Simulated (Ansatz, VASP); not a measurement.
**Two plane-wave programs on SiB6**

```
Si B
1.0
     4.19641    0.05965   -0.06044
     0.06025    4.19653   -0.06327
    -0.06084   -0.06306    4.19623
Si B
1 6
Cartesian
  -0.5591 -0.5597 0.5594
  0.9491 2.2045 1.9285
  2.2060 0.9476 1.9281
  3.4492 2.1670 1.9658
  2.1680 3.4474 1.9652
  2.1681 2.1674 0.6855
  2.2061 2.2051 3.1850
```

Change from the starting cell: cell x1, atoms moved at random (sigma 0.05 Å) and cell strained at random (1.5 %), then relaxed without symmetry.

Alike in both runs: functional PBE; k mesh 6 × 6 × 6; occupations gaussian, width 0.2 eV; no spin polarisation.

Ansatz relaxed the structure, and its values are those at the end. VASP's run is a single point on that final structure, the one shown.

|  | VASP | Ansatz |
| --- | --- | --- |
| version | VASP 6.6.1 | Ansatz 0.2.0 |
| potentials or method | VASP PAW PBE potentials, release 64 (Si, B), cutoff 520 eV | scalar-relativistic, plane waves, PAW |
| valence electrons in the cell | 22 | 22 |

Ansatz gave:

| Property | Result |
| --- | --- |
| pressure (GPa) | 0.1 |
| rms of the force components (eV/Å) | 0.003 |

Q: Which values does VASP return?

A: Pressure (GPa): 0.1; rms of the force components (eV/Å): 0.012.

With one functional, cell and mesh, what is left measures potentials, basis and numerics.
